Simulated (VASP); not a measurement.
Set up this calculation in VASP 6.6.1, as the native input.

```yaml
Task: single point
Functional: PBE
Potentials_or_basis: VASP PAW PBE potentials, release 64 (Na_pv, Li_sv, F)
Cutoff: 520 eV
k_mesh: 3 × 3 × 3
Occupations: fermi-dirac, width 0.01 eV
Spin: no spin polarisation
Dipole_correction: no
Further_INCAR_settings: LREAL = Auto; ALGO = Normal; EDIFF = 1e-06; NBANDS = 170
```

The structure of NaLi26F27 (a cell with a defect) lies in POSCAR:

```
NaLi26F27
1.0
    0.0000000000      6.0420000000      6.0420000000
    6.0420000000      0.0000000000      6.0420000000
    6.0420000000      6.0420000000      0.0000000000
Na Li F
1 26 27
Direct
    0.0000000000      0.0000000000      0.0000000000
    0.0000000000      0.0000000000      0.3375203324
    0.0000000000      0.0000000000      0.6624796676
    0.0000000000      0.3375203324      0.0000000000
   -0.0009552249      0.3336517416      0.3336517416
    0.0000000000      0.3375203324      0.6624796676
    0.0000000000      0.6624796676      0.0000000000
    0.0000000000      0.6624796676      0.3375203324
    0.0009552249      0.6663482584      0.6663482584
    0.3375203324      0.0000000000      0.0000000000
    0.3336517416     -0.0009552249      0.3336517416
    0.3375203324      0.0000000000      0.6624796676
    0.3336517416      0.3336517416     -0.0009552249
    0.3336517416      0.3336517416      0.3336517416
    0.3343912785      0.3343912785      0.6656087215
    0.3375203324      0.6624796676      0.0000000000
    0.3343912785      0.6656087215      0.3343912785
    0.3343912785      0.6656087215      0.6656087215
    0.6624796676      0.0000000000      0.0000000000
    0.6624796676      0.0000000000      0.3375203324
    0.6663482584      0.0009552249      0.6663482584
    0.6624796676      0.3375203324      0.0000000000
    0.6656087215      0.3343912785      0.3343912785
    0.6656087215      0.3343912785      0.6656087215
    0.6663482584      0.6663482584      0.0009552249
    0.6656087215      0.6656087215      0.3343912785
    0.6663482584      0.6663482584      0.6663482584
    0.1665336699      0.1665336699      0.1665336699
    0.1665336699      0.1665336699      0.5003989903
    0.1761711790      0.1761711790      0.8238288210
    0.1665336699      0.5003989903      0.1665336699
    0.1660221939      0.5000000000      0.5000000000
    0.1660221939      0.5000000000      0.8339778061
    0.1761711790      0.8238288210      0.1761711790
    0.1660221939      0.8339778061      0.5000000000
    0.1761711790      0.8238288210      0.8238288210
    0.5003989903      0.1665336699      0.1665336699
    0.5000000000      0.1660221939      0.5000000000
    0.5000000000      0.1660221939      0.8339778061
    0.5000000000      0.5000000000      0.1660221939
    0.5000000000      0.5000000000      0.5000000000
    0.5000000000      0.5000000000      0.8339778061
    0.5000000000      0.8339778061      0.1660221939
    0.5000000000      0.8339778061      0.5000000000
    0.4996010097      0.8334663301      0.8334663301
    0.8238288210      0.1761711790      0.1761711790
    0.8339778061      0.1660221939      0.5000000000
    0.8238288210      0.1761711790      0.8238288210
    0.8339778061      0.5000000000      0.1660221939
    0.8339778061      0.5000000000      0.5000000000
    0.8334663301      0.4996010097      0.8334663301
    0.8238288210      0.8238288210      0.1761711790
    0.8334663301      0.8334663301      0.4996010097
    0.8334663301      0.8334663301      0.8334663301
```

The input as run:

INCAR

```
PREC = Accurate
ENCUT = 520
EDIFF = 1E-6
ISMEAR = -1
SIGMA = 0.01
LREAL = Auto
LASPH = True
NELM = 60
ALGO = Normal
ISIF = 2
LWAVE = False
LCHARG = False
GGA = PE
NBANDS = 170
```

KPOINTS

```
regular mesh
0
Gamma
  3 3 3
```

Potentials or basis: VASP PAW PBE potentials, release 64 (Na_pv, Li_sv, F).

Run with:

```bash
$ cat potpaw_PBE.64/Na_pv/POTCAR potpaw_PBE.64/Li_sv/POTCAR potpaw_PBE.64/F/POTCAR > POTCAR
$ mpirun -np 1 vasp_std > vasp.out
```

Results of the run:

```json
{"Largest force": "0.037 eV/Å", "Band gap on the k mesh": "9.04 eV"}
```

It took 46 min on 1 thread of Intel Xeon 8259CL (shared host), peak memory 0.65 GiB.
